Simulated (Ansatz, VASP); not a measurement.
**TaN: VASP beside Ansatz**

```
Ta N
1.0
     0.00000    2.13753    2.13753
     2.13753    0.00000    2.13753
     2.13753    2.13753    0.00000
Ta N
1 1
Cartesian
  2.1375 2.1375 2.1375
  0.0000 0.0000 0.0000
```

Change from the starting cell: mode 4 frozen in at +0.000 Å, equal normal strain along x, y and z -0.0167.

Alike in both runs: task single point; functional LDA; k mesh 18 × 18 × 18; occupations gaussian, width 0.15 eV; no spin polarisation.

|  | VASP | Ansatz |
| --- | --- | --- |
| version | VASP 6.6.1 | Ansatz 0.2.0 |
| potentials or method | VASP PAW LDA potentials, release 64 (Ta_sv_GW, N_h), cutoff 1330 eV | scalar-relativistic, plane waves, PAW |
| valence electrons in the cell | 18 | 18 |

|  | VASP | Ansatz | Ansatz less VASP |
| --- | --- | --- | --- |
| gap on the k mesh at the Fermi level (eV) | none | none | - |
| pressure (GPa) | 22.9 | 21.2 | -1.73 |

Ansatz warns that its potentials were made for another functional, while VASP's fit it. LDA's correlation is that of Perdew and Zunger in VASP and of Perdew and Wang (1992) in Ansatz. A gap of «none» marks a metal or a gap that the smearing closes.

Neither program's run includes spin-orbit coupling.
